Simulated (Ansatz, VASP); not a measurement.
# Two plane-wave programs on NaH

```
CELL_PARAMETERS angstrom
0.00000 2.42780 2.47684
2.42780 0.00000 2.47684
2.42780 2.42780 0.00000
ATOMIC_POSITIONS crystal
Na 0.00000 0.00000 0.00000
H 0.50000 0.50000 0.50000
```

Alike in both runs: task single point; functional r2SCAN; k mesh 10 × 10 × 10; occupations fermi-dirac, width 0.2 eV; no spin polarisation.

|  | VASP | Ansatz |
| --- | --- | --- |
| version | VASP 6.6.1 | Ansatz 0.2.0 |
| potentials or method | VASP PAW PBE potentials, release 64 (Na_pv, H), cutoff 520 eV | scalar-relativistic, plane waves, PAW |
| valence electrons in the cell | 8 | 10 |

```csv
,VASP,Ansatz,Ansatz less VASP
gap on the k mesh at the Fermi level (eV),4.31,4.30,-0.010
least direct gap on the mesh (eV),5.13,5.13,+0.009
pressure (GPa),-1.4,-1.3,+0.11
"traceless stress, the component that is largest in VASP (GPa)",-0.35,-0.37,-0.016
```

VASP's potentials were made for PBE, not for r2SCAN. The functional is the same, so the differences come from potentials, cutoffs and numerics. VASP's potentials hold 8 valence electrons a cell and Ansatz's 10, so a difference there can come from the potentials and not from the codes.
